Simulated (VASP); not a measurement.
## AlN: single point with HSE06

AlN:

```
Al N
1.0
    -0.04585    2.03358    2.03358
     2.03358   -0.04585    2.03358
     2.03358    2.03358   -0.04585
Al N
1 1
Direct
  0.00000 0.00000 0.00000
  0.50000 0.50000 0.50000
```

This cell differs from its parent crystal: epitaxial 111 strain +3.0%.

```yaml
Program: VASP 6.6.1
Task: single point
Functional: HSE06
Potentials_or_basis: VASP PAW PBE potentials, release 64 (Al, N)
Cutoff: 520 eV
k_mesh: 8 × 8 × 8
Occupations: gaussian, width 0.01 eV
Spin: no spin polarisation
```

- Pressure: -14.9 GPa
- Band gap on the k mesh: 5.05 eV (least direct gap 6.07 eV)

Stress tensor (GPa, compression positive):
```
-14.93   6.66   6.66
  6.66 -14.93   6.66
  6.66   6.66 -14.93
```

Levels at points of the mesh, in eV from the valence-band top:
```
           k point  band 1  band 2  band 3  band 4  band 5  band 6  band 7  band 8  band 9
(0.00, 0.00, 0.00)  -19.04   -0.43   -0.43    0.00    6.07   12.97   12.97   14.08   18.25
(0.50, 0.00, 0.00)  -15.83   -9.03   -1.40   -1.14    7.01   11.84   12.28   14.28   17.25
(0.50, 0.50, 0.00)  -14.79   -7.95   -3.43   -2.96    5.05    6.49   15.21   18.23   18.51
(0.50, 0.50, 0.50)  -15.60   -8.71   -1.57   -1.57    6.44   11.34   11.34   14.66   16.81
```

Wall time 58 min on 1 thread of Intel(R) Xeon(R) Platinum 8259CL CPU @ 2.50GHz (Skylake/Cascade Lake), with other jobs on the host, peak memory 0.26 GiB.

Caveat: the cell differs from its parent crystal (epitaxial 111 strain +3.0%); the cell stands under tension; the structure was generated, so it needn't be the stable form of AlN; the PAW data sets were made with another functional, which shifts forces and pressure a little. A k mesh can miss the band edges.
